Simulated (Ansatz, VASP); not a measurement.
**One calculation of HfN, two programs**

```
Hf N
1.0
     0.00000    2.57756    2.45482
     2.57756    0.00000    2.45482
     2.57756    2.57756    0.00000
Hf N
1 1
Direct
  0.00000 0.00000 0.00000
  0.75000 0.75000 0.75000
```

Change from the starting cell: strain +0.050 along x and y, +0.000 along z, atoms carried along.

Alike in both runs: task single point; functional PBEsol; k mesh 16 × 16 × 16; occupations gaussian, width 0.15 eV; no spin polarisation.

|  | VASP | Ansatz |
| --- | --- | --- |
| version | VASP 6.6.1 | Ansatz 0.2.0 |
| potentials or method | VASP PAW PBE potentials, release 64 (Hf_pv, N), cutoff 520 eV | scalar-relativistic, plane waves, PAW |
| valence electrons in the cell | 15 | 31 |

|  | VASP | Ansatz | Ansatz less VASP |
| --- | --- | --- | --- |
| gap on the k mesh at the Fermi level (eV) | none | none | - |
| pressure (GPa) | -20.6 | -19.6 | +0.98 |
| traceless stress, the component that is largest in VASP (GPa) | 4.55 | 4.53 | -0.021 |

VASP's potentials were made for PBE, not for PBEsol. A gap of «none» marks a metal or a gap that the smearing closes. VASP's potentials hold 15 valence electrons a cell and Ansatz's 31, so a difference there can come from the potentials and not from the codes.

Neither program's run includes spin-orbit coupling.
